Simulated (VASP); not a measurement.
# Sn15Ir8 (a cell with a defect) in VASP: single point with LDA

Aim: the single point of Sn15Ir8 (a cell with a defect) with LDA.

Program: VASP 6.6.1. These are calculated values, not measurements. Logs are shortened: lines on timing, memory, paths and dates and some standing lists are left out, and cuts for length are marked.

**1. The cell of the first run**

The cell holds a defect, 23 atoms: a = 8.875 Å, b = 8.875 Å, c = 8.875 Å, α = 60.00°, β = 60.00°, γ = 60.00°.

**2. Single point, LDA**

The input, INCAR:

```
PREC     = Accurate       # precision mode
ENCUT    = 400            # plane-wave cutoff, eV
EDIFF    = 1E-6           # SCF threshold, eV
ISMEAR   = 1              # smearing method
SIGMA    = 0.15           # smearing width, eV
LREAL    = False          # projectors in reciprocal space
LASPH    = True           # aspherical terms in the spheres
NELM     = 120            # most SCF steps
ALGO     = Normal         # electronic algorithm
ISIF     = 2              # what is computed and relaxed
LWAVE    = False          # write WAVECAR
LCHARG   = False          # write CHGCAR
NBANDS   = 158            # bands
GGA_COMPAT= False
```

The input, KPOINTS:

```
regular mesh
0
Gamma
  2 2 2
```

The input, POSCAR:

```
Sn15Ir8
1.0
    0.0000000000      6.2756660000      6.2756660000
    6.2756660000      0.0000000000      6.2756660000
    6.2756660000      6.2756660000      0.0000000000
Ir Sn
8 15
Direct
    0.0099575089      0.0002179848     -0.0097822287
   -0.0003535083     -0.0031461999      0.4982401071
    0.0020278326      0.4968494181      0.0048863340
   -0.0003542254      0.5058820849      0.4982432143
    0.5007997558     -0.0224948237     -0.0006040793
    0.4916099741      0.0002219685      0.5085590916
    0.5008015086      0.5229205952     -0.0006047167
    0.5062838749      0.4968517286      0.5006226431
    0.1263590191      0.1268770518      0.1206754789
    0.3835569006      0.3689479332      0.3672172802
    0.1208799990      0.1301285792      0.6194882742
    0.4422035844      0.3088014882      0.9408139311
    0.1263593378      0.6266939636      0.1206820121
    0.3835665410      0.8808841165      0.3672165632
    0.1340490396      0.6169609727      0.6326530124
    0.3695372730      0.8814730580      0.8681385370
    0.8789486247      0.3720636184      0.3775533943
    0.6220834570      0.1268780078      0.6249537499
    0.8686221510      0.3689398862      0.8821528265
    0.6341784282      0.6168342930      0.1327752305
    0.8614611581      0.8895420024      0.3600738949
    0.6220862455      0.6266938840      0.6249504833
    0.8686185657      0.8808951910      0.8821586426
```

Potentials or basis: VASP PAW LDA potentials, release 64 (Ir, Sn_d).

Run with:

```bash
$ cat potpaw_LDA.64/Ir/POTCAR potpaw_LDA.64/Sn_d/POTCAR > POTCAR
$ mpirun -np 1 vasp_std > vasp.out
```

OUTCAR:

```text
PREC = Accurate
   ENCUT = 400
   EDIFF = 1E-6
   ISMEAR = 1
   LREAL = False
   LASPH = True
   NELM = 120
   ISIF = 2

 ion  position               nearest neighbor table
   1  0.010  0.000  0.990-  16 2.61  23 2.68  19 2.68  21 2.69  11 2.69   9 2.71  13 2.71
   2  1.000  0.997  0.498-  17 2.72  11 2.72  18 2.74   9 2.74  15 2.76  23 2.78  14 2.78  21 2.78

   3  0.002  0.497  0.005-  20 2.67  13 2.68   9 2.68  15 2.70  17 2.70  23 2.78  19 2.78  12 3.25

   4  1.000  0.506  0.498-  17 2.72  11 2.72  22 2.74  13 2.74  15 2.76  19 2.78  10 2.78  21 2.78

   5  0.501  0.978  0.999-  12 2.53  16 2.60  20 2.62  23 2.68  14 2.68   9 2.72  18 2.72
   6  0.492  0.000  0.509-  16 2.61  14 2.68  10 2.68  21 2.69  11 2.69  18 2.71  22 2.71
   7  0.501  0.523  0.999-  12 2.53  16 2.60  20 2.62  19 2.68  10 2.68  13 2.72  22 2.72
   8  0.506  0.497  0.501-  20 2.67  22 2.68  18 2.68  15 2.70  17 2.70  14 2.78  10 2.78  12 3.25
[... 14 lines left out ...]
                            21 3.42
  16  0.370  0.881  0.868-   5 2.60   7 2.60   6 2.61   1 2.61  11 3.12   9 3.13  18 3.13  13 3.13
                            22 3.13  20 3.32
  17  0.879  0.372  0.378-   8 2.70   3 2.70   4 2.72   2 2.72  11 3.04  20 3.07  22 3.15  13 3.15
                            18 3.15   9 3.15
  18  0.622  0.127  0.625-   8 2.68   6 2.71   5 2.72   2 2.74  10 3.12  16 3.13  17 3.15  21 3.16
                            23 3.16  12 3.24
  19  0.869  0.369  0.882-   1 2.68   7 2.68   3 2.78   4 2.78   9 3.12  20 3.13  11 3.15  22 3.16
                            15 3.22
  20  0.634  0.617  0.133-   7 2.62   5 2.62   8 2.67   3 2.67  17 3.07  14 3.13  23 3.13  10 3.13
                            19 3.13  16 3.32
  21  0.861  0.890  0.360-   6 2.69   1 2.69   4 2.78   2 2.78  18 3.16  22 3.16   9 3.16  13 3.16
                            15 3.42
  22  0.622  0.627  0.625-   8 2.68   6 2.71   7 2.72   4 2.74  14 3.12  16 3.13  17 3.15  21 3.16
                            19 3.16  12 3.24
  23  0.869  0.881  0.882-   1 2.68   5 2.68   3 2.78   2 2.78  13 3.12  20 3.13  11 3.15  18 3.16
                            15 3.22

  LATTYP: Found a face centered cubic cell.
 ALAT       =    12.5513320000

  Lattice vectors:

 A1 = (   0.0000000000,   6.2756660000,   6.2756660000)
 A2 = (   6.2756660000,   0.0000000000,   6.2756660000)
 A3 = (   6.2756660000,   6.2756660000,   0.0000000000)

Analysis of symmetry for initial positions (statically):
=====================================================================
 Subroutine PRICEL returns:
 Original cell was already a primitive cell.

 Routine SETGRP: Setting up the symmetry group for a
 face centered cubic supercell.

 Subroutine GETGRP returns: Found  1 space group operations
 (whereof  1 operations were pure point group operations)
 out of a pool of 48 trial point group operations.

The static configuration has the point symmetry C_1 .

Analysis of symmetry for dynamics (positions and initial velocities):
=====================================================================
 Subroutine PRICEL returns:
 Original cell was already a primitive cell.

 Routine SETGRP: Setting up the symmetry group for a
 face centered cubic supercell.

 Subroutine GETGRP returns: Found  1 space group operations
 (whereof  1 operations were pure point group operations)
 out of a pool of 48 trial point group operations.

The dynamic configuration has the point symmetry C_1 .

 Subroutine INISYM returns: Found  1 space group operations
 (whereof  1 operations are pure point group operations),
 and found     1 'primitive' translations

----------------------------------------------------------------------------------------

                                     Primitive cell

  volume of cell :     494.3215

  direct lattice vectors                    reciprocal lattice vectors
     0.000000000  6.275666000  6.275666000    -0.079672819  0.079672819  0.079672819
     6.275666000  0.000000000  6.275666000     0.079672819 -0.079672819  0.079672819
     6.275666000  6.275666000  0.000000000     0.079672819  0.079672819 -0.079672819

  length of vectors
     8.875131970  8.875131970  8.875131970     0.137997370  0.137997370  0.137997370

  position of ions in fractional coordinates (direct lattice)
     0.009957509  0.000217985  0.990217771
     0.999646492  0.996853800  0.498240107
     0.002027833  0.496849418  0.004886334
     0.999645775  0.505882085  0.498243214
     0.500799756  0.977505176  0.999395921
     0.491609974  0.000221969  0.508559092
[... 15 lines left out ...]
     0.622086246  0.626693884  0.624950483
     0.868618566  0.880895191  0.882158643

  ion indices of the primitive-cell ions
   primitive index   ion index
                 1           1
                 2           2
                 3           3
                 4           4
                 5           5
                 6           6
[... 15 lines left out ...]
                22          22
                23          23

----------------------------------------------------------------------------------------

 KPOINTS: regular mesh

Automatic generation of k-mesh.
 Grid dimensions read from file:
 generate k-points for:    2    2    2

 Generating k-lattice:

  Cartesian coordinates                     Fractional coordinates (reciprocal lattice)
    -0.039836409  0.039836409  0.039836409     0.500000000  0.000000000  0.000000000
     0.039836409 -0.039836409  0.039836409     0.000000000  0.500000000  0.000000000
     0.039836409  0.039836409 -0.039836409     0.000000000  0.000000000  0.500000000

  Length of vectors
     0.068998685  0.068998685  0.068998685

  Shift w.r.t. Gamma in fractional coordinates (k-lattice)
     0.000000000  0.000000000  0.000000000

 Subroutine IBZKPT returns following result:
 ===========================================

 Found      8 irreducible k-points:

 Following reciprocal coordinates:
            Coordinates               Weight
  0.000000  0.000000  0.000000      1.000000
  0.500000  0.000000  0.000000      1.000000
  0.000000  0.500000  0.000000      1.000000
  0.000000  0.000000  0.500000      1.000000
  0.500000  0.500000  0.500000      1.000000
  0.500000  0.500000  0.000000      1.000000
  0.000000  0.500000  0.500000      1.000000
  0.500000  0.000000  0.500000      1.000000
   k-points           NKPTS =      8   k-points in BZ     NKDIM =      8   number of bands    NBANDS=    158
   number of dos      NEDOS =    301   number of ions     NIONS =     23
   total plane-waves  NPLWV = 216000
   dimension x,y,z NGX =    60 NGY =   60 NGZ =   60
   dimension x,y,z NGXF=   120 NGYF=  120 NGZF=  120
   ions per type =               8  15
   NGX,Y,Z   is equivalent  to a cutoff of  11.24, 11.24, 11.24 a.u.
   NGXF,Y,Z  is equivalent  to a cutoff of  22.48, 22.48, 22.48 a.u.
 SYSTEM =  unknown system
   PREC   = accura    normal or accurate (medium, high low for compatibility)
   ISTART =      0    job   : 0-new  1-cont  2-samecut
   ICHARG =      2    charge: 1-file 2-atom 10-const
   ISPIN  =      1    spin polarized calculation?
   LNONCOLLINEAR =      F non collinear calculations
   LSORBIT =      F    spin-orbit coupling
   LASPH  =      T    aspherical Exc in radial PAW
   ENCUT  =  400.0 eV  29.40 Ry    5.42 a.u.  14.47 14.47 14.47*2*pi/ulx,y,z
   NELM   =    120;   NELMIN=  2; NELMDL= -5     # of ELM steps
   EDIFF  = 0.1E-05   stopping-criterion for ELM
   LREAL  =      F    real-space projection
   EDIFFG = 0.1E-04   stopping-criterion for IOM
   NSW    =      0    number of steps for IOM
   IBRION =     -1    ionic relax: 0-MD 1-quasi-New 2-CG
   NFREE  =      0    steps in history (QN), initial steepest desc. (CG)
   ISIF   =      2    stress and relaxation
   ISYM   =      2    0-nonsym 1-usesym 2-fastsym
   POTIM  = 0.5000    time-step for ionic-motion
   TEBEG  =    0.0;   TEEND  =   0.0 temperature during run
   PSTRESS=    0.0 pullay stress
   NELECT =     282.0000    total number of electrons
   NUPDOWN=      -1.0000    fix difference up-down
   EMIN   =  10.00;   EMAX   =-10.00  energy-range for DOS
   EFERMI =   0.00;   METHOD = LEGACY
   ISMEAR =     1;   SIGMA  =   0.15  broadening in eV -4-tet -1-fermi 0-gaus
   EFERMI_NEDOS =   21; number of points for ismear=-14 and -15
   IALGO  =     38    algorithm
   IMIX   =      4    mixing-type and parameters
     AMIX     =   0.40;   BMIX     =  1.00
     AMIX_MAG =   1.60;   BMIX_MAG =  1.00
  volume/ion in A,a.u.               =      21.49       145.04
  Fermi-wavevector in a.u.,A,eV,Ry     =   1.357755  2.565785 25.082318  1.843498
  Thomas-Fermi vector in A             =   2.484646
   LORBIT       =      0    0 simple, 1 ext, 2 COOP (PROOUT), +10 PAW based schemes
   GGA     = CA    functional components
   LHFCALC =     F    Hartree Fock is set to
   AEXX    =    0.0000 exact exchange contribution
   IVDW    =     0    specifies the selected vdW correction
   LEPSILON=     F    determine dielectric tensor
   LRPA    =     F    only Hartree local field effects (RPA)
 non-spin polarized calculation
 Methfessel and Paxton  Order N= 1 SIGMA  =   0.15
  energy-cutoff  :      400.00
  volume of cell :      494.32
 maximum number of plane-waves:      8984
 NGX is ok and might be reduce to    60
   NGX = 29   NGY = 29   NGZ = 29

 number of electron     282.0000001 magnetization

 Free energy of the ion-electron system (eV)
  ---------------------------------------------------
  ext. energy  EPLUGINS =         0.00000000
  ---------------------------------------------------
  free energy    TOTEN  =      -155.08935636 eV

  energy without entropy =     -155.07976303  energy(sigma->0) =     -155.08615858

 E-fermi :   8.6212     XC(G=0): -11.4979

 val. band max:        8.6208316704   @ k =   0.0000   0.0000   0.0000
 cond. band min:       8.6858205738   @ k =   0.5000   0.5000   0.0000
 fundamental gap:      0.0649889034
 Fermi energy:         8.6211695736

 k-point     1 :       0.0000    0.0000    0.0000
  band No.  band energies     occupation
      1     -13.0624      2.00000
      2     -13.0284      2.00000
      3     -12.9742      2.00000
      4     -12.9690      2.00000
      5     -12.9655      2.00000
      6     -12.9549      2.00000
[... 1237 lines left out ...]
    152      11.1866     -0.00000
    153      11.2694     -0.00000
 [bands above 153 left out]

------------------------ aborting loop because EDIFF is reached ----------------------------------------

  FORCE on cell =-STRESS in cart. coord.  units (eV):
  Direction    XX          YY          ZZ          XY          YZ          ZX
  --------------------------------------------------------------------------------------
  -------------------------------------------------------------------------------------
  Total        2.0023701      0.5928601      2.0023576     -0.0006335      0.0009713      3.1574958
  in kB        6.4900115      1.9215572      6.4899711     -0.0020532      0.0031483     10.2339643
  external PRESSURE =       4.9671799 kB  Pullay stress =       0.0000000 kB

 VOLUME and BASIS-vectors are now :
 -----------------------------------------------------------------------------
  energy-cutoff  :      400.00
  volume of cell :      494.32
      direct lattice vectors                 reciprocal lattice vectors
     0.000000000  6.275666000  6.275666000    -0.079672819  0.079672819  0.079672819
     6.275666000  0.000000000  6.275666000     0.079672819 -0.079672819  0.079672819
     6.275666000  6.275666000  0.000000000     0.079672819  0.079672819 -0.079672819

 POSITION                                       TOTAL-FORCE (eV/Angst)
 -----------------------------------------------------------------------------------
      6.21564      6.27677      0.06386        -0.006711      0.006260      0.006583
      9.38271      9.40024     12.52937        -0.020381      0.025625     -0.020536
      3.14873      0.04339      3.13079        -0.082071      0.148889      0.082083
      6.30155      9.40025      9.44819         0.020497      0.025538      0.020404
     12.40637      9.41473      9.27735         0.012264      0.088259      0.012248
      3.19294      6.27673      3.08657         0.006694      0.006227     -0.006768
[... 15 lines left out ...]
      7.85490      7.82599      7.83693        -0.009165      0.008987      0.039330
     11.06434     10.98729     10.97936         0.056290      0.058198      0.015059
 -----------------------------------------------------------------------------------
    total drift:                               -0.000212     -0.000617      0.000596

  FREE ENERGIE OF THE ION-ELECTRON SYSTEM (eV)
  ---------------------------------------------------
  free  energy   TOTEN  =      -155.0893563632 eV

  energy  without entropy=     -155.0797630268  energy(sigma->0) =     -155.08615858
```

Run time: 23 min. Hardware: 1 thread of Intel Xeon 8259CL, shared host; peak memory 0.55 GiB.

What came out:

* Free energy: -155.0894 eV
* Pressure: 0.5 GPa
* Largest force: 0.996 eV/Å
* Band gap on the k mesh: zero (bands 141 and 142 overlap by 0.62 eV)

Forces on the atoms (eV/Å):
```
Ir  -0.007  0.006  0.007
Ir  -0.020  0.026 -0.021
Ir  -0.082  0.149  0.082
Ir   0.020  0.026  0.020
Ir   0.012  0.088  0.012
Ir   0.007  0.006 -0.007
Ir  -0.012  0.088 -0.012
Ir   0.082  0.149 -0.082
Sn   0.010  0.009 -0.040
Sn  -0.056  0.058 -0.015
Sn  -0.001  0.041  0.000
Sn   0.000 -0.996  0.000
Sn   0.040  0.009 -0.010
Sn   0.016  0.058  0.056
Sn   0.000 -0.021  0.000
Sn   0.000  0.128  0.000
Sn  -0.001  0.034  0.000
Sn  -0.039  0.009  0.010
Sn  -0.014  0.058 -0.056
Sn   0.000 -0.017  0.000
Sn   0.000  0.025  0.000
Sn  -0.009  0.009  0.039
Sn   0.056  0.058  0.015
```

Stress tensor (GPa, compression positive):
```
0.65 0.00 1.02
0.00 0.19 0.00
1.02 0.00 0.65
```

Levels at points of the mesh, in eV from the Fermi level:
| k point | band 139 | band 140 | band 141 | band 142 | band 143 | band 144 |
| --- | --- | --- | --- | --- | --- | --- |
| (0.00, 0.00, 0.00) | 0.00 | 0.13 | 0.14 | 0.20 | 0.52 | 0.56 |
| (0.50, 0.00, 0.00) | -0.79 | -0.72 | -0.49 | -0.48 | -0.33 | 0.79 |
| (0.00, 0.50, 0.00) | -0.75 | -0.68 | -0.63 | -0.48 | -0.39 | 0.72 |
| (0.00, 0.00, 0.50) | -0.79 | -0.72 | -0.49 | -0.48 | -0.33 | 0.79 |
| (0.50, 0.50, 0.50) | -0.75 | -0.68 | -0.63 | -0.48 | -0.39 | 0.72 |
| (0.50, 0.50, 0.00) | -0.42 | 0.06 | 0.09 | 0.24 | 0.24 | 0.44 |
| (0.00, 0.50, 0.50) | -0.42 | 0.06 | 0.09 | 0.24 | 0.24 | 0.44 |
| (0.50, 0.00, 0.50) | -0.36 | 0.00 | 0.07 | 0.22 | 0.34 | 0.36 |

Caveat: the k points lie up to 0.43 Å⁻¹ apart, too coarse for converged energies and pressures of a metal; spin-orbit coupling is left out, which moves the levels of the heavy elements.
